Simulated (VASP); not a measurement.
# Sb (Im-3m) in VASP: further runs

Runs on Sb. Level: PBE. Tasks: single point.

Everything below comes from runs of VASP 6.6.1. Logs are shortened: lines on timing, memory, paths and dates and some standing lists are left out, and cuts for length are marked.

**1. The cell of the first run**

It takes space group Im-3m (No. 229, cubic). Conventional cell: a = 3.743 Å, b = 3.743 Å, c = 3.743 Å, α = 90.00°, β = 90.00°, γ = 90.00°. Within 4.3 Å of Sb (site symmetry m-3m) lie 14 Sb at 3.24 to 3.74 Å.

**2. Single point, PBE**

File INCAR:

```
PREC = Accurate ; ENCUT = 520
EDIFF = 1E-6 ; ISMEAR = 0
SIGMA = 0.016 ; LREAL = F
LASPH = T ; NELM = 80
ALGO = Normal ; ISIF = 2
LWAVE = F ; LCHARG = F
GGA = PE ; NBANDS = 8
```

File KPOINTS:

```
regular mesh
0
Gamma
  10 10 10
```

File POSCAR:

```
Sb
1.0
   -1.8713408863      1.8713408863      1.8713408863
    1.8713408863     -1.8713408863      1.8713408863
    1.8713408863      1.8713408863     -1.8713408863
Sb
1
Direct
    0.0000000000      0.0000000000      0.0000000000
```

Potentials or basis: VASP PAW PBE potentials, release 64 (Sb).

Launch:

```sh
cat potpaw_PBE.64/Sb/POTCAR > POTCAR
mpirun -np 1 vasp_std > vasp.out
```

OUTCAR:

```text
PREC = Accurate
   ENCUT = 520
   EDIFF = 1E-6
   ISMEAR = 0
   LREAL = F
   LASPH = T
   NELM = 80
   ISIF = 2
   GGA = PE

 ion  position               nearest neighbor table
   1  0.000  0.000  0.000-

  LATTYP: Found a body centered cubic cell.
 ALAT       =     3.7426817726

  Lattice vectors:

 A1 = (  -1.8713408863,   1.8713408863,   1.8713408863)
 A2 = (   1.8713408863,  -1.8713408863,   1.8713408863)
 A3 = (   1.8713408863,   1.8713408863,  -1.8713408863)

Analysis of symmetry for initial positions (statically):
=====================================================================
 Subroutine PRICEL returns:
 Original cell was already a primitive cell.

 Routine SETGRP: Setting up the symmetry group for a
 body centered cubic supercell.

 Subroutine GETGRP returns: Found 48 space group operations
 (whereof 48 operations were pure point group operations)
 out of a pool of 48 trial point group operations.

The static configuration has the point symmetry O_h .

Analysis of symmetry for dynamics (positions and initial velocities):
=====================================================================
 Subroutine PRICEL returns:
 Original cell was already a primitive cell.

 Routine SETGRP: Setting up the symmetry group for a
 body centered cubic supercell.

 Subroutine GETGRP returns: Found 48 space group operations
 (whereof 48 operations were pure point group operations)
 out of a pool of 48 trial point group operations.

The dynamic configuration has the point symmetry O_h .

 Subroutine INISYM returns: Found 48 space group operations
 (whereof 48 operations are pure point group operations),
 and found     1 'primitive' translations

----------------------------------------------------------------------------------------

                                     Primitive cell

  volume of cell :      26.2131

  direct lattice vectors                    reciprocal lattice vectors
    -1.871340886  1.871340886  1.871340886     0.000000000  0.267188092  0.267188092
     1.871340886 -1.871340886  1.871340886     0.267188092  0.000000000  0.267188092
     1.871340886  1.871340886 -1.871340886     0.267188092  0.267188092  0.000000000

  length of vectors
     3.241257493  3.241257493  3.241257493     0.377861023  0.377861023  0.377861023

  position of ions in fractional coordinates (direct lattice)
     0.000000000  0.000000000  0.000000000

  ion indices of the primitive-cell ions
   primitive index   ion index
                 1           1

----------------------------------------------------------------------------------------

 KPOINTS: regular mesh

Automatic generation of k-mesh.
 Grid dimensions read from file:
 generate k-points for:   10   10   10

 Generating k-lattice:

  Cartesian coordinates                     Fractional coordinates (reciprocal lattice)
     0.000000000  0.026718809  0.026718809     0.100000000  0.000000000  0.000000000
     0.026718809  0.000000000  0.026718809     0.000000000  0.100000000  0.000000000
     0.026718809  0.026718809  0.000000000     0.000000000  0.000000000  0.100000000

  Length of vectors
     0.037786102  0.037786102  0.037786102

  Shift w.r.t. Gamma in fractional coordinates (k-lattice)
     0.000000000  0.000000000  0.000000000

 Subroutine IBZKPT returns following result:
 ===========================================

 Found     47 irreducible k-points:

 Following reciprocal coordinates:
            Coordinates               Weight
  0.000000  0.000000  0.000000      1.000000
  0.100000  0.000000  0.000000     12.000000
  0.200000  0.000000  0.000000     12.000000
  0.300000  0.000000  0.000000     12.000000
  0.400000  0.000000  0.000000     12.000000
  0.500000  0.000000  0.000000      6.000000
[... 16 lines left out ...]
  0.300000  0.300000  0.100000      8.000000
 -0.300000  0.300000  0.100000     24.000000
 [... further k-points ...]
   k-points           NKPTS =     47   k-points in BZ     NKDIM =     47   number of bands    NBANDS=      8
   number of dos      NEDOS =    301   number of ions     NIONS =      1
   total plane-waves  NPLWV =  13824
   dimension x,y,z NGX =    24 NGY =   24 NGZ =   24
   dimension x,y,z NGXF=    48 NGYF=   48 NGZF=   48
   ions per type =               1
   NGX,Y,Z   is equivalent  to a cutoff of  12.31, 12.31, 12.31 a.u.
   NGXF,Y,Z  is equivalent  to a cutoff of  24.62, 24.62, 24.62 a.u.
 SYSTEM =  unknown system
   PREC   = accura    normal or accurate (medium, high low for compatibility)
   ISTART =      0    job   : 0-new  1-cont  2-samecut
   ICHARG =      2    charge: 1-file 2-atom 10-const
   ISPIN  =      1    spin polarized calculation?
   LNONCOLLINEAR =      F non collinear calculations
   LSORBIT =      F    spin-orbit coupling
   LASPH  =      T    aspherical Exc in radial PAW
   ENCUT  =  520.0 eV  38.22 Ry    6.18 a.u.   6.03  6.03  6.03*2*pi/ulx,y,z
   NELM   =     80;   NELMIN=  2; NELMDL= -5     # of ELM steps
   EDIFF  = 0.1E-05   stopping-criterion for ELM
   LREAL  =      F    real-space projection
   EDIFFG = 0.1E-04   stopping-criterion for IOM
   NSW    =      0    number of steps for IOM
   IBRION =     -1    ionic relax: 0-MD 1-quasi-New 2-CG
   NFREE  =      0    steps in history (QN), initial steepest desc. (CG)
   ISIF   =      2    stress and relaxation
   ISYM   =      2    0-nonsym 1-usesym 2-fastsym
   POTIM  = 0.5000    time-step for ionic-motion
   TEBEG  =    0.0;   TEEND  =   0.0 temperature during run
   PSTRESS=    0.0 pullay stress
   NELECT =       5.0000    total number of electrons
   NUPDOWN=      -1.0000    fix difference up-down
   EMIN   =  10.00;   EMAX   =-10.00  energy-range for DOS
   EFERMI =   0.00;   METHOD = LEGACY
   ISMEAR =     0;   SIGMA  =   0.02  broadening in eV -4-tet -1-fermi 0-gaus
   EFERMI_NEDOS =   21; number of points for ismear=-14 and -15
   IALGO  =     38    algorithm
   IMIX   =      4    mixing-type and parameters
     AMIX     =   0.40;   BMIX     =  1.00
     AMIX_MAG =   1.60;   BMIX_MAG =  1.00
  volume/ion in A,a.u.               =      26.21       176.89
  Fermi-wavevector in a.u.,A,eV,Ry     =   0.942378  1.780837 12.083018  0.888077
  Thomas-Fermi vector in A             =   2.069982
   LORBIT       =      0    0 simple, 1 ext, 2 COOP (PROOUT), +10 PAW based schemes
   GGA     = PE    functional components
   LHFCALC =     F    Hartree Fock is set to
   AEXX    =    0.0000 exact exchange contribution
   IVDW    =     0    specifies the selected vdW correction
   LEPSILON=     F    determine dielectric tensor
   LRPA    =     F    only Hartree local field effects (RPA)
 non-spin polarized calculation
 Gauss-broadening in eV      SIGMA  =   0.02
  energy-cutoff  :      520.00
  volume of cell :       26.21
 maximum number of plane-waves:       719
   NGX = 13   NGY = 13   NGZ = 13

 number of electron       4.9999999 magnetization

 Free energy of the ion-electron system (eV)
  ---------------------------------------------------
  ext. energy  EPLUGINS =         0.00000000
  ---------------------------------------------------
  free energy    TOTEN  =        -3.88487617 eV

  energy without entropy =       -3.88446977  energy(sigma->0) =       -3.88467297

 E-fermi :   8.7876     XC(G=0): -10.3448

 val. band max:        8.7771451463   @ k =  -0.3000   0.4000   0.1000
 cond. band min:       8.7995564480   @ k =   0.3000   0.1000   0.1000
 fundamental gap:      0.0224113017
 Fermi energy:         8.7876270527

 k-point     1 :       0.0000    0.0000    0.0000
  band No.  band energies     occupation
      1      -4.2464      2.00000
      2      14.5123      0.00000
      3      14.5123      0.00000
      4      14.5123      0.00000
      5      19.4593      0.00000
      6      19.4593      0.00000
      7      19.4593      0.00000
      8      20.6256      0.00000

 k-point     2 :       0.1000    0.0000    0.0000
  band No.  band energies     occupation
      1      -4.0316      2.00000
      2      12.9469      0.00000
      3      13.8367      0.00000
      4      14.3218      0.00000
      5      18.3205      0.00000
      6      18.3999      0.00000
      7      19.9909      0.00000
      8      20.3620      0.00000

 k-point     3 :       0.2000    0.0000    0.0000
  band No.  band energies     occupation
      1      -3.3912      2.00000
      2       9.9956      0.00000
      3      12.6021      0.00000
      4      13.8192      0.00000
      5      16.9684      0.00000
      6      17.2543      0.00000
      7      19.9293      0.00000
      8      20.9363      0.00000

 k-point     4 :       0.3000    0.0000    0.0000
  band No.  band energies     occupation
      1      -2.3463      2.00000
      2       7.0062      2.00000
      3      11.5129      0.00000
      4      13.2319      0.00000
      5      16.0380      0.00000
      6      16.4246      0.00000
      7      20.5951      0.00000
      8      21.7106      0.00000

 k-point     5 :       0.4000    0.0000    0.0000
  band No.  band energies     occupation
      1      -0.9955      2.00000
      2       4.4209      2.00000
      3      10.8023      0.00000
      4      12.7955      0.00000
      5      15.4973      0.00000
      6      15.9270      0.00000
      7      21.7453      0.00000
      8      22.7886      0.00000
[... 177 lines left out ...]
 k-point    22 :      -0.2000    0.2000    0.1000
  band No.  band energies     occupation
      1      -3.1780      2.00000
      2      10.0791      0.00000
      3      11.9088      0.00000
      4      12.6873      0.00000
      5      16.6697      0.00000
      6      18.2345      0.00000
      7      18.8534      0.00000
      8      21.4758      0.00000

 k-point    23 :       0.3000    0.3000    0.1000
  band No.  band energies     occupation
      1       0.8397      2.00000
      2       5.1294      2.00000
      3       5.1294      2.00000
      4       8.9350      0.00000
      5      20.4200      0.00000
      6      22.2400      0.00000
      7      22.2400      0.00000
      8      24.7399      0.00000

 k-point    24 :      -0.3000    0.3000    0.1000
  band No.  band energies     occupation
      1      -2.1363      2.00000
      2       7.1706      2.00000
      3      10.8362      0.00000
      4      12.2185      0.00000
      5      16.4954      0.00000
      6      17.4062      0.00000
      7      18.6205      0.00000
      8      23.8262      0.00000

 [... further k-points ...]
[... 5 lines left out ...]
  --------------------------------------------------------------------------------------
  -------------------------------------------------------------------------------------
  Total        0.4926721      0.4926721      0.4926721      0.0000000      0.0000000      0.0000000
  in kB       30.1127116     30.1127116     30.1127116      0.0000000      0.0000000      0.0000000
  external PRESSURE =      30.1127116 kB  Pullay stress =       0.0000000 kB

 VOLUME and BASIS-vectors are now :
 -----------------------------------------------------------------------------
  energy-cutoff  :      520.00
  volume of cell :       26.21
      direct lattice vectors                 reciprocal lattice vectors
    -1.871340886  1.871340886  1.871340886     0.000000000  0.267188092  0.267188092
     1.871340886 -1.871340886  1.871340886     0.267188092  0.000000000  0.267188092
     1.871340886  1.871340886 -1.871340886     0.267188092  0.267188092  0.000000000

 POSITION                                       TOTAL-FORCE (eV/Angst)
 -----------------------------------------------------------------------------------
      0.00000      0.00000      0.00000         0.000000     -0.000000      0.000000
 -----------------------------------------------------------------------------------
    total drift:                               -0.000000      0.000000      0.000000

  FREE ENERGIE OF THE ION-ELECTRON SYSTEM (eV)
  ---------------------------------------------------
  free  energy   TOTEN  =        -3.8848761662 eV

  energy  without entropy=       -3.8844697687  energy(sigma->0) =       -3.88467297
```

Run time: 5.3 s. Hardware: 1 thread of AMD EPYC 7R13 (Zen 3), shared host; peak memory 0.11 GiB.

Results:

| Quantity | Value |
| --- | --- |
| Free energy | -3.8849 eV |
| Pressure | 3.0 GPa |

Levels at points of the mesh, in eV from the Fermi level:
```csv
k point,band 1,band 2,band 3,band 4,band 5,band 6,band 7,band 8
"(0.00, 0.00, 0.00)",-13.03,5.72,5.72,5.72,10.67,10.67,10.67,11.84
"(0.50, 0.00, 0.00)",-8.83,-5.74,1.77,3.85,6.53,6.97,13.95,15.31
"(0.50, 0.50, 0.50)",-5.44,-2.04,-2.04,-2.04,2.93,2.93,17.72,17.72
```

Caveat: spin-orbit coupling is left out, which moves the levels of the heavy elements.

**3. Single point, PBE**

File INCAR:

```
ALGO = Normal ; EDIFF = 1E-6
ENCUT = 520 ; GGA = PE
ISIF = 2 ; ISMEAR = 0
LASPH = T ; LCHARG = T
LELF = T ; LREAL = F
LVHAR = T ; LWAVE = F
NBANDS = 8 ; NELM = 80
PREC = Accurate ; SIGMA = 0.017
```

File KPOINTS:

```
k-points
0
Gamma
  10 10 10
```

POSCAR is that of step 2.

Potentials or basis: VASP PAW PBE potentials, release 64 (Sb).

Launch:

```sh
cat potpaw_PBE.64/Sb/POTCAR > POTCAR
mpirun -np 1 vasp_std > vasp.out
```

Wall time 5.9 s (1 thread of AMD EPYC 7R13 (Zen 3), shared host); peak memory 0.11 GiB.

The run converged. Its results:

| Quantity | Value |
| --- | --- |
| Free energy | -3.8849 eV |
| Pressure | 3.0 GPa |

Levels at points of the mesh, in eV from the Fermi level:
```tsv
k point	band 1	band 2	band 3	band 4	band 5	band 6
(0.00, 0.00, 0.00)	-13.03	5.72	5.72	5.72	10.67	10.67
(0.50, 0.00, 0.00)	-8.83	-5.74	1.77	3.85	6.53	6.97
(0.50, 0.50, 0.50)	-5.44	-2.04	-2.04	-2.04	2.93	2.93
```

Caveat: spin-orbit coupling is left out, which moves the levels of the heavy elements.

**4. Single point, PBE**

File INCAR:

```
  PREC = Accurate
  ENCUT = 520
  EDIFF = 1E-6
  ISMEAR = 0
  SIGMA = 0.019000000000000003
  LREAL = F
  LASPH = T
  NELM = 100
  ALGO = Normal
  ISIF = 2
  LWAVE = F
  LCHARG = F
  GGA = PE
  NBANDS = 8
```

File KPOINTS:

```
Automatic mesh
0
Gamma
  10 10 10
```

POSCAR is that of step 3.

Launch:

```sh
cat potpaw_PBE.64/Sb/POTCAR > POTCAR
mpirun -np 1 vasp_std > vasp.out
```

Run time: 5.6 s. Hardware: 1 thread of AMD EPYC 7R13 (Zen 3), shared host; peak memory 0.11 GiB.

The run converged. Its results:

```
Free energy : -3.8850 eV
Pressure    : 3.0 GPa
```

Levels at points of the mesh, in eV from the Fermi level:
| k point | band 1 | band 2 | band 3 | band 4 | band 5 | band 6 | band 7 | band 8 |
| --- | --- | --- | --- | --- | --- | --- | --- | --- |
| (0.00, 0.00, 0.00) | -13.03 | 5.72 | 5.72 | 5.72 | 10.67 | 10.67 | 10.67 | 11.84 |
| (0.50, 0.00, 0.00) | -8.83 | -5.74 | 1.77 | 3.85 | 6.53 | 6.97 | 13.95 | 15.31 |
| (0.50, 0.50, 0.50) | -5.44 | -2.04 | -2.04 | -2.04 | 2.93 | 2.93 | 17.72 | 17.72 |

Caveat: spin-orbit coupling is left out, which moves the levels of the heavy elements.

**5. The runs side by side**

```tsv
smearing	gap on the mesh (eV)	pressure (GPa)
gaussian 0.016 eV	none	3.0
gaussian 0.017 eV	none	3.0
gaussian 0.019 eV	none	3.0
```

Alike in all rows: task single point; level PBE; potentials or basis VASP PAW PBE potentials, release 64 (Sb); no spin polarisation; cell as given; k mesh 10 × 10 × 10; cutoff (eV) 520.

Every run on the cell as given and a fine mesh finds a metal.

Caveats: spin-orbit coupling is left out, which moves the levels of the heavy elements.

Absolute energies hang on the potentials; compare differences alone.
